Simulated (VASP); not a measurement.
# Cu (I4/mmm) in VASP: further runs

The runs below take Cu through single point, with r2SCAN.

All numbers are computed with VASP 6.6.1; they aren't measurements. Logs are shortened: lines on timing, memory, paths and dates and some standing lists are left out, and cuts for length are marked.

## Step 1: The cell of the first run

The structure is tetragonal, space group I4/mmm (No. 139). The conventional cell has a = 2.866 Å, b = 2.866 Å, c = 2.711 Å, α = 90.00°, β = 90.00°, γ = 90.00°. Within 3.2 Å of Cu (site symmetry 4/mmm) lie 14 Cu at 2.44 to 2.87 Å.

## Step 2: Single point, r2SCAN (11.13 Å³/atom)

Input file POSCAR:

```
Cu
1.0
   -1.4330669653      1.4330669653      1.3554816237
    1.4330669653     -1.4330669653      1.3554816237
    1.4330669653      1.4330669653     -1.3554816237
Cu
1
Direct
    0.0000000000      0.0000000000      0.0000000000
```

Input file INCAR.step1:

```
  PREC = Accurate
  ENCUT = 520
  ISMEAR = 0
  SIGMA = 0.1
  LREAL = False
  LASPH = True
  NELM = 80
  NBANDS = 12
  GGA = PE
  ALGO = Normal
  EDIFF = 1E-4
  LWAVE = True
  LCHARG = False
```

Input file INCAR.step2:

```
  PREC = Accurate
  ENCUT = 520
  EDIFF = 1E-6
  ISMEAR = 0
  SIGMA = 0.1
  LREAL = False
  LASPH = True
  NELM = 80
  ALGO = Normal
  ISIF = 2
  LWAVE = False
  LCHARG = True
  METAGGA = R2SCAN
  LMIXTAU = True
  LELF = True
  LVHAR = True
  NBANDS = 12
  ISTART = 1
```

Input file KPOINTS:

```
Automatic mesh
0
Gamma
  20 20 20
```

Potentials or basis: VASP PAW PBE potentials, release 64 (Cu).

Started as:

```bash
cat potpaw_PBE.64/Cu/POTCAR > POTCAR
cp INCAR.step1 INCAR
mpirun -np 1 vasp_std > vasp.out
cp INCAR.step2 INCAR
mpirun -np 1 vasp_std > vasp.out
```

OUTCAR:

```text
PREC = Accurate
   ENCUT = 520
   EDIFF = 1E-6
   ISMEAR = 0
   LREAL = False
   LASPH = True
   NELM = 80
   ISIF = 2
   METAGGA = R2SCAN
   ISTART = 1

 ion  position               nearest neighbor table
   1  0.000  0.000  0.000-

  LATTYP: Found a body centered tetragonal cell.
 ALAT       =     2.8661339306
 C/A-ratio  =     0.9458606307

  Lattice vectors:

 A1 = (  -1.4330669653,   1.4330669653,   1.3554816237)
 A2 = (   1.4330669653,  -1.4330669653,   1.3554816237)
 A3 = (   1.4330669653,   1.4330669653,  -1.3554816237)

Analysis of symmetry for initial positions (statically):
=====================================================================
 Subroutine PRICEL returns:
 Original cell was already a primitive cell.

 Routine SETGRP: Setting up the symmetry group for a
 body centered tetragonal supercell.

 Subroutine GETGRP returns: Found 16 space group operations
 (whereof 16 operations were pure point group operations)
 out of a pool of 16 trial point group operations.

The static configuration has the point symmetry D_4h.

Analysis of symmetry for dynamics (positions and initial velocities):
=====================================================================
 Subroutine PRICEL returns:
 Original cell was already a primitive cell.

 Routine SETGRP: Setting up the symmetry group for a
 body centered tetragonal supercell.

 Subroutine GETGRP returns: Found 16 space group operations
 (whereof 16 operations were pure point group operations)
 out of a pool of 16 trial point group operations.

The dynamic configuration has the point symmetry D_4h.

 Subroutine INISYM returns: Found 16 space group operations
 (whereof 16 operations are pure point group operations),
 and found     1 'primitive' translations

----------------------------------------------------------------------------------------

                                     Primitive cell

  volume of cell :      11.1349

  direct lattice vectors                    reciprocal lattice vectors
    -1.433066965  1.433066965  1.355481624     0.000000000  0.348902049  0.368872577
     1.433066965 -1.433066965  1.355481624     0.348902049  0.000000000  0.368872577
     1.433066965  1.433066965 -1.355481624     0.348902049  0.348902049  0.000000000

  length of vectors
     2.438173966  2.438173966  2.438173966     0.507739715  0.507739715  0.493422009

  position of ions in fractional coordinates (direct lattice)
     0.000000000  0.000000000  0.000000000

  ion indices of the primitive-cell ions
   primitive index   ion index
                 1           1

----------------------------------------------------------------------------------------

 KPOINTS: Automatic mesh

Automatic generation of k-mesh.
 Grid dimensions read from file:
 generate k-points for:   20   20   20

 Generating k-lattice:

  Cartesian coordinates                     Fractional coordinates (reciprocal lattice)
     0.000000000  0.017445102  0.018443629     0.050000000  0.000000000  0.000000000
     0.017445102  0.000000000  0.018443629     0.000000000  0.050000000  0.000000000
     0.017445102  0.017445102  0.000000000     0.000000000  0.000000000  0.050000000

  Length of vectors
     0.025386986  0.025386986  0.024671100

  Shift w.r.t. Gamma in fractional coordinates (k-lattice)
     0.000000000  0.000000000  0.000000000

 Subroutine IBZKPT returns following result:
 ===========================================

 Found    641 irreducible k-points:

 Following reciprocal coordinates:
            Coordinates               Weight
  0.000000  0.000000  0.000000      1.000000
  0.050000  0.000000 -0.000000      8.000000
  0.100000 -0.000000  0.000000      8.000000
  0.150000  0.000000  0.000000      8.000000
  0.200000 -0.000000  0.000000      8.000000
  0.250000  0.000000  0.000000      8.000000
[... 16 lines left out ...]
 -0.400000  0.050000  0.000000     16.000000
 -0.350000  0.050000  0.000000     16.000000
 [... further k-points ...]
   k-points           NKPTS =    641   k-points in BZ     NKDIM =    641   number of bands    NBANDS=     12
   number of dos      NEDOS =    301   number of ions     NIONS =      1
   total plane-waves  NPLWV =   5832
   dimension x,y,z NGX =    18 NGY =   18 NGZ =   18
   dimension x,y,z NGXF=    36 NGYF=   36 NGZF=   36
   ions per type =               1
   NGX,Y,Z   is equivalent  to a cutoff of  12.27, 12.27, 12.27 a.u.
   NGXF,Y,Z  is equivalent  to a cutoff of  24.55, 24.55, 24.55 a.u.
 SYSTEM =  unknown system
   PREC   = accura    normal or accurate (medium, high low for compatibility)
   ISTART =      1    job   : 0-new  1-cont  2-samecut
   ICHARG =      0    charge: 1-file 2-atom 10-const
   ISPIN  =      1    spin polarized calculation?
   LNONCOLLINEAR =      F non collinear calculations
   LSORBIT =      F    spin-orbit coupling
   LASPH  =      T    aspherical Exc in radial PAW
   ENCUT  =  520.0 eV  38.22 Ry    6.18 a.u.   4.53  4.53  4.53*2*pi/ulx,y,z
   NELM   =     80;   NELMIN=  2; NELMDL=  0     # of ELM steps
   EDIFF  = 0.1E-05   stopping-criterion for ELM
   LREAL  =      F    real-space projection
   EDIFFG = 0.1E-04   stopping-criterion for IOM
   NSW    =      0    number of steps for IOM
   IBRION =     -1    ionic relax: 0-MD 1-quasi-New 2-CG
   NFREE  =      0    steps in history (QN), initial steepest desc. (CG)
   ISIF   =      2    stress and relaxation
   ISYM   =      2    0-nonsym 1-usesym 2-fastsym
   POTIM  = 0.5000    time-step for ionic-motion
   TEBEG  =    0.0;   TEEND  =   0.0 temperature during run
   PSTRESS=    0.0 pullay stress
   NELECT =      11.0000    total number of electrons
   NUPDOWN=      -1.0000    fix difference up-down
   EMIN   =  10.00;   EMAX   =-10.00  energy-range for DOS
   EFERMI =   0.00;   METHOD = LEGACY
   ISMEAR =     0;   SIGMA  =   0.10  broadening in eV -4-tet -1-fermi 0-gaus
   EFERMI_NEDOS =   21; number of points for ismear=-14 and -15
   IALGO  =     38    algorithm
   IMIX   =      4    mixing-type and parameters
     AMIX     =   0.40;   BMIX     =  1.00
     AMIX_MAG =   1.60;   BMIX_MAG =  1.00
  volume/ion in A,a.u.               =      11.13        75.14
  Fermi-wavevector in a.u.,A,eV,Ry     =   1.630460  3.081123 36.169733  2.658400
  Thomas-Fermi vector in A             =   2.722758
   LORBIT       =      0    0 simple, 1 ext, 2 COOP (PROOUT), +10 PAW based schemes
   METAGGA = R2SCAN    functional components
   LHFCALC =     F    Hartree Fock is set to
   AEXX    =    0.0000 exact exchange contribution
   IVDW    =     0    specifies the selected vdW correction
   LEPSILON=     F    determine dielectric tensor
   LRPA    =     F    only Hartree local field effects (RPA)
 non-spin polarized calculation
 Gauss-broadening in eV      SIGMA  =   0.10
  energy-cutoff  :      520.00
  volume of cell :       11.13
 maximum number of plane-waves:       315
   NGX =  9   NGY =  9   NGZ =  9

 number of electron      11.0000008 magnetization

 Free energy of the ion-electron system (eV)
  ---------------------------------------------------
  ext. energy  EPLUGINS =         0.00000000
  ---------------------------------------------------
  free energy    TOTEN  =       -10.78233211 eV

  energy without entropy =      -10.78010912  energy(sigma->0) =      -10.78122061

 E-fermi :   8.1476     XC(G=0): -14.1494

 val. band max:        8.1467919368   @ k =   0.3000   0.1000   0.1000
 cond. band min:       8.1485118154   @ k =   0.5000   0.2000   0.1500
 fundamental gap:      0.0017198786
 Fermi energy:         8.1475565056

 k-point     1 :       0.0000    0.0000    0.0000
  band No.  band energies     occupation
      1      -1.9956      2.00000
      2       4.5796      2.00000
      3       4.8194      2.00000
      4       4.8196      2.00000
      5       5.6887      2.00000
      6       5.9406      2.00000
      7      34.1752      0.00000
      8      34.1752      0.00000
      9      35.7699      0.00000
     10      38.6601      0.00000
     11      38.9316      0.00000
     12      39.1452      0.00000

 k-point     2 :       0.0500    0.0000   -0.0000
  band No.  band energies     occupation
      1      -1.8888      2.00000
      2       4.5886      2.00000
      3       4.8163      2.00000
      4       4.8299      2.00000
      5       5.6897      2.00000
      6       5.9242      2.00000
      7      33.5839      0.00000
      8      33.9025      0.00000
      9      34.9325      0.00000
     10      37.5223      0.00000
     11      37.8988      0.00000
     12      38.2938      0.00000

 k-point     3 :       0.1000   -0.0000    0.0000
  band No.  band energies     occupation
      1      -1.5716      2.00000
      2       4.5746      2.00000
      3       4.8020      2.00000
      4       4.9018      2.00000
      5       5.6927      2.00000
      6       5.8848      2.00000
      7      31.6288      0.00000
      8      33.2671      0.00000
      9      33.4283      0.00000
     10      35.7697      0.00000
     11      36.8631      0.00000
     12      38.0195      0.00000
[... 286 lines left out ...]
 k-point    23 :      -0.4000    0.0500    0.0000
  band No.  band energies     occupation
      1       2.3075      2.00000
      2       3.9673      2.00000
      3       5.3165      2.00000
      4       5.8042      2.00000
      5       6.0180      2.00000
      6       6.5353      2.00000
      7      17.0076      0.00000
      8      26.1205      0.00000
      9      27.6454      0.00000
     10      31.6383      0.00000
     11      34.9887      0.00000
     12      44.1713      0.00000

 k-point    24 :      -0.3500    0.0500    0.0000
  band No.  band energies     occupation
      1       1.7506      2.00000
      2       4.0721      2.00000
      3       4.8357      2.00000
      4       5.7755      2.00000
      5       5.9142      2.00000
      6       6.1757      2.00000
      7      19.4054      0.00000
      8      26.7465      0.00000
      9      28.5174      0.00000
     10      31.9795      0.00000
     11      35.2691      0.00000
     12      42.5611      0.00000

 [... further k-points ...]

------------------------ aborting loop because EDIFF is reached ----------------------------------------

  FORCE on cell =-STRESS in cart. coord.  units (eV):
  Direction    XX          YY          ZZ          XY          YZ          ZX
  --------------------------------------------------------------------------------------
  -------------------------------------------------------------------------------------
  Total        0.4177046      0.4177046      0.4176229      0.0000000      0.0000000      0.0000000
  in kB       60.1026008     60.1026008     60.0908429      0.0000000      0.0000000      0.0000000
  external PRESSURE =      60.0986815 kB  Pullay stress =       0.0000000 kB

 VOLUME and BASIS-vectors are now :
 -----------------------------------------------------------------------------
  energy-cutoff  :      520.00
  volume of cell :       11.13
      direct lattice vectors                 reciprocal lattice vectors
    -1.433066965  1.433066965  1.355481624     0.000000000  0.348902049  0.368872577
     1.433066965 -1.433066965  1.355481624     0.348902049  0.000000000  0.368872577
     1.433066965  1.433066965 -1.355481624     0.348902049  0.348902049  0.000000000

 POSITION                                       TOTAL-FORCE (eV/Angst)
 -----------------------------------------------------------------------------------
      0.00000      0.00000      0.00000        -0.000000     -0.000000     -0.000000
 -----------------------------------------------------------------------------------
    total drift:                                0.000000      0.000000      0.000000

  FREE ENERGIE OF THE ION-ELECTRON SYSTEM (eV)
  ---------------------------------------------------
  free  energy   TOTEN  =       -10.7823321115 eV

  energy  without entropy=      -10.7801091162  energy(sigma->0) =      -10.78122061
```

Wall time 4.3 min (1 thread of Intel Xeon 8259CL, shared host); peak memory 0.19 GiB.

Results:

```yaml
Free_energy: -10.7823 eV
Pressure: 6.0 GPa
Band_gap_on_the_k_mesh: zero (an odd number of electrons rules out a gap without spin polarisation)
```

Levels at points of the mesh, in eV from the Fermi level:
```tsv
k point	band 4	band 5	band 6	band 7	band 8	band 9
(0.00, 0.00, 0.00)	-3.33	-2.46	-2.21	26.03	26.03	27.62
(0.50, 0.00, 0.00)	-2.08	-1.48	-0.60	5.15	18.30	18.69
(0.50, 0.50, 0.00)	-2.26	-1.52	-1.07	4.50	19.80	20.48
(0.50, 0.50, 0.50)	-1.70	-1.63	8.19	8.19	10.52	13.84
```

Caveat: the cell stands under pressure; the PAW data sets were made with another functional, which shifts forces and pressure a little.

## Step 3: Single point, r2SCAN

This run uses another cell than the first one, of 11.48 Å³/atom.

Input file POSCAR:

```
Cu
1.0
   -1.4476911077      1.4476911077      1.3693140242
    1.4476911077     -1.4476911077      1.3693140242
    1.4476911077      1.4476911077     -1.3693140242
Cu
1
Direct
    0.0000000000      0.0000000000      0.0000000000
```

Input file INCAR.step1:

```
PREC = Accurate
ENCUT = 520
ISMEAR = 0
SIGMA = 0.1
LREAL = False
LASPH = True
NELM = 100
NBANDS = 12
GGA = PE
ALGO = Normal
EDIFF = 1E-4
LWAVE = True
LCHARG = False
```

Input file INCAR.step2:

```
PREC = Accurate
ENCUT = 520
EDIFF = 1E-6
ISMEAR = 0
SIGMA = 0.1
LREAL = False
LASPH = True
NELM = 100
ALGO = Normal
ISIF = 2
LWAVE = False
LCHARG = False
METAGGA = R2SCAN
LMIXTAU = True
NBANDS = 12
ISTART = 1
```

KPOINTS is that of step 2.

Potentials or basis: VASP PAW PBE potentials, release 64 (Cu).

Started as:

```bash
cat potpaw_PBE.64/Cu/POTCAR > POTCAR
cp INCAR.step1 INCAR
mpirun -np 1 vasp_std > vasp.out
cp INCAR.step2 INCAR
mpirun -np 1 vasp_std > vasp.out
```

Run time: 4 min. Hardware: 1 thread of Intel Xeon 8259CL, shared host; peak memory 0.2 GiB.

It converged, with:

```
Free energy            : -10.7897 eV
Pressure               : 0.7 GPa
Band gap on the k mesh : zero (an odd number of electrons rules out a gap without spin polarisation)
```

Stress tensor (GPa, compression positive):
```
0.72 0.00 0.00
0.00 0.72 0.00
0.00 0.00 0.61
```

Levels at points of the mesh, in eV from the Fermi level:
```
           k point  band 3  band 4  band 5  band 6  band 7  band 8  band 9  band 10
(0.00, 0.00, 0.00)   -3.22   -3.22   -2.39   -2.15   25.72   25.72   27.31    30.03
(0.50, 0.00, 0.00)   -2.28   -2.03   -1.46   -0.52    4.98   18.05   18.30    22.05
(0.50, 0.50, 0.00)   -2.45   -2.20   -1.49   -0.97    4.34   19.55   20.05    23.51
(0.50, 0.50, 0.50)   -1.66   -1.66   -1.60    8.06    8.06   10.34   13.62    14.40
```

Caveat: the PAW data sets were made with another functional, which shifts forces and pressure a little.
